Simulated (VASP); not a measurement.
Set up this calculation in VASP 6.6.1, as the native input.

```
Task                   : single point
Functional             : PBE
Potentials or basis    : VASP PAW PBE potentials, release 64 (Mg, O)
Cutoff                 : 520 eV
k mesh                 : 9 × 9 × 6
Occupations            : gaussian, width 0.05 eV
Spin                   : no spin polarisation
Dipole correction      : no
Further INCAR settings : ALGO = Normal; EDIFF = 1e-06; NBANDS = 16
```

The structure of MgO lies in POSCAR:

```
MgO
1.0
    3.5565000000      0.0000000000      0.0000000000
   -1.7782500000      3.0800193485      0.0000000000
    0.0000000000      0.0000000000      4.2818000000
Mg O
2 2
Direct
    0.6666666667      0.3333333333      0.7500000000
    0.3333333333      0.6666666667      0.2500000000
    0.6666666667      0.3333333333      0.2500000000
    0.3333333333      0.6666666667      0.7500000000
```

One way to write it, as run:

INCAR

```
  PREC = Accurate
  ENCUT = 520
  EDIFF = 1E-6
  ISMEAR = 0
  SIGMA = 0.05
  LREAL = False
  LASPH = True
  NELM = 100
  ALGO = Normal
  ISIF = 2
  LWAVE = False
  LCHARG = False
  GGA = PE
  NBANDS = 16
```

KPOINTS

```
regular mesh
0
Gamma
  9 9 6
```

Potentials or basis: VASP PAW PBE potentials, release 64 (Mg, O).

Run with:

```sh
$ cat potpaw_PBE.64/Mg/POTCAR potpaw_PBE.64/O/POTCAR > POTCAR
$ mpirun -np 1 vasp_std > vasp.out
```

It gave:

| Property | Result |
| --- | --- |
| Pressure | -4.1 GPa |
| Band gap on the k mesh | 3.11 eV, direct |

Wall time 30 s on 1 thread of AMD EPYC 9R45 (Zen 5) (shared host), peak memory 0.15 GiB.
